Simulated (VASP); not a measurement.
Set up this calculation in VASP 6.6.1, as the native input.

* Task: single point
* Functional: PBE
* Potentials or basis: VASP PAW PBE potentials, release 64 (Lu)
* Cutoff: 520 eV
* k mesh: 13 × 13 × 12
* Occupations: fermi-dirac, width 0.08 eV
* Spin: no spin polarisation
* Dipole correction: no
* Further INCAR settings: ALGO = Normal; EDIFF = 1e-06; NBANDS = 18

The structure of Lu lies in POSCAR:

```
Lu
1.0
    3.1528640216      0.0000000000      0.0000000000
   -1.5764320108      2.7304603373      0.0000000000
    0.0000000000      0.0000000000      3.0617536048
Lu
1
Direct
    0.0000000000      0.0000000000      0.0000000000
```

This isn't the form of Lu at room conditions, which is hcp.

The input as run:

INCAR

```
SYSTEM = Lu
ALGO = Normal
EDIFF = 1E-6
ENCUT = 520
GGA = PE
ISIF = 2
ISMEAR = -1
LASPH = .TRUE.
LCHARG = .FALSE.
LREAL = .FALSE.
LWAVE = .FALSE.
NBANDS = 18
NELM = 100
PREC = Accurate
SIGMA = 0.08
```

KPOINTS

```
k-points
0
G
  13 13 12
  0 0 0
```

Potentials or basis: VASP PAW PBE potentials, release 64 (Lu).

Launch:

```bash
$ cat potpaw_PBE.64/Lu/POTCAR > POTCAR
$ mpirun -np 1 vasp_std > vasp.out
```

Results of the run:

The pressure is 7.6 GPa. The band gap on the k mesh is zero (an odd number of electrons rules out a gap without spin polarisation).

Caveat: the cell stands under pressure; spin-orbit coupling is left out, which moves the levels of the heavy elements.

Run time: 20 s on 1 thread of Intel(R) Xeon(R) 6975P-C (Granite Rapids) (shared host), peak memory 0.2 GiB.
